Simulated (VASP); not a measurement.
# PbSe: single point with r2SCAN

The system is PbSe.

```
Pb Se
1.0
     0.08302    3.10995    3.10995
     3.10995    0.08302    3.10995
     3.10995    3.10995    0.08302
Pb Se
1 1
Direct
  0.00000 0.00000 0.00000
  0.50000 0.50000 0.50000
```

This cell differs from its parent crystal: epitaxial 111 strain -2.0%.

```yaml
Program: VASP 6.6.1
Task: single point
Functional: r2SCAN
Potentials_or_basis: VASP PAW PBE potentials, release 64 (Pb_d, Se)
Cutoff: 520 eV
k_mesh: 8 × 8 × 8
Occupations: fermi-dirac, width 0.02 eV
Spin: non-collinear spin, zero start, spin-orbit coupling
Starting_moments: "[[0.0, 0.0, 0.0], [0.0, 0.0, 0.0]] μB"
```

```yaml
Pressure: 0.8 GPa
Net_moment: 0.00 μB per cell
Valence_electrons_inside_the_program's_atomic_spheres: Pb 11.84; Se 3.86
```

Stress tensor (GPa, compression positive):
```
 0.83 -0.47 -0.47
-0.47  0.83 -0.47
-0.47 -0.47  0.83
```

Moments on the atoms (μB; x, y, z):
```
Pb  0.00 0.00 0.00
Se  0.00 0.00 0.00
```

Wall time 13 min on 1 thread of Intel(R) Xeon(R) 6975P-C (Granite Rapids), with other jobs on the host, peak memory 0.55 GiB.

Caveat: the cell differs from its parent crystal (epitaxial 111 strain -2.0%); the PAW data sets were made with another functional, which shifts forces and pressure a little.
